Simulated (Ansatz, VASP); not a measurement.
# Cr in VASP and in Ansatz

File INCAR:

```
SYSTEM = Cr
  PREC = Accurate
  ENCUT = 520
  EDIFF = 1E-6
  ISMEAR = -1
  SIGMA = 0.1
  LREAL = .False.
  LASPH = .True.
  NELM = 100
  ALGO = Normal
  ISIF = 2
  LWAVE = .False.
  LCHARG = .False.
  GGA = PS
  NBANDS = 25
```

File KPOINTS:

```
Automatic mesh
0
Gamma
  10 10 16
  0 0 0
```

POSCAR

```
Cr
1.0
    4.1283973934      0.0000000000      0.0000000000
   -2.0641986967      3.5752970196      0.0000000000
    0.0000000000      0.0000000000      2.2284444285
Cr
3
Direct
    0.0000000000      1.0000000000      0.0000000000
    0.3333333333      0.6666666667      0.5000000000
    0.6666666667      0.3333333333      0.5000000000
```

Input for Ansatz:

```yaml
crystal:
  lattice:
    - [4.1283973934, 0.0, 0.0]
    - [-2.0641986967, 3.5752970196, 0.0]
    - [0.0, 0.0, 2.2284444285]
  atoms:
    - { symbol: Cr, position: [0.0, 1.0, 0.0] }
    - { symbol: Cr, position: [0.3333333333, 0.6666666667, 0.5] }
    - { symbol: Cr, position: [0.6666666667, 0.3333333333, 0.5] }
hamiltonian:
  xc: pbesol
  pseudopotentials:
    kind: paw
    azcp:
      Cr: "pseudopotentials/Cr.paw.azcp"
basis:
  ecutwfc: 420
  fft_grid_basis: typed
kpoints:
  mp_grid: { grid: [10, 10, 16], shift: [0, 0, 0] }
magnetization:
  spin_polarized: false
scf:
  occupations: { method: fermi_dirac, width: 0.1 }
  lower_state_search: "off"
output:
  stress: true
```

Alike in both runs: task single point; functional PBEsol; k mesh 10 × 10 × 16; occupations fermi-dirac, width 0.1 eV; no spin polarisation.

```csv
,VASP,Ansatz
version,VASP 6.6.1,Ansatz 0.2.0
potentials or method,"VASP PAW PBE potentials, release 64 (Cr_pv), cutoff 520 eV","plane waves (420 eV) with PAW, scalar-relativistic"
valence electrons in the cell,36,42
```

```tsv
	VASP	Ansatz	Ansatz less VASP
pressure (GPa)	11.2	11.5	+0.30
traceless stress, the component that is largest in VASP (GPa)	1.16	1.11	-0.049
```

VASP's potentials were made for PBE, not for PBEsol, and Ansatz warns of the same on its side. VASP's potentials hold 36 valence electrons a cell and Ansatz's 42, so a difference there can come from the potentials and not from the codes.
